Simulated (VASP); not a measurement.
Crystal: Be.

```xyz
1
Lattice="-1.2531 1.2531 1.2531 1.2531 -1.2531 1.2531 1.2531 1.2531 -1.2531" Properties=species:S:1:pos:R:3 pbc="T T T"
Be    0.0000    0.0000    0.0000
```

Base run:

```yaml
Program: VASP 6.6.1
Functional: PBEsol
Potentials_or_basis: VASP PAW PBE potentials, release 64 (Be)
Cutoff: 520 eV
k_mesh: 17 × 17 × 17
Occupations: fermi-dirac, width 0.15 eV
Spin: no spin polarisation
```

Its results: band gap on the k mesh zero (band 1 reaches 11.13 eV, above the bottom of band 2 at 6.63 eV); pressure -1.3 GPa.

Question: The run is repeated on the same cell with these changes: functional from PBEsol to BLYP. What comes out?

Answer: Band gap on the k mesh zero (band 1 reaches 11.52 eV, above the bottom of band 2 at 7.10 eV); pressure -0.3 GPa.

BLYP binds less tightly than PBEsol, so the same cell stands under more pressure.

Caveats: the PAW data sets were made with another functional, which shifts forces and pressure a little.
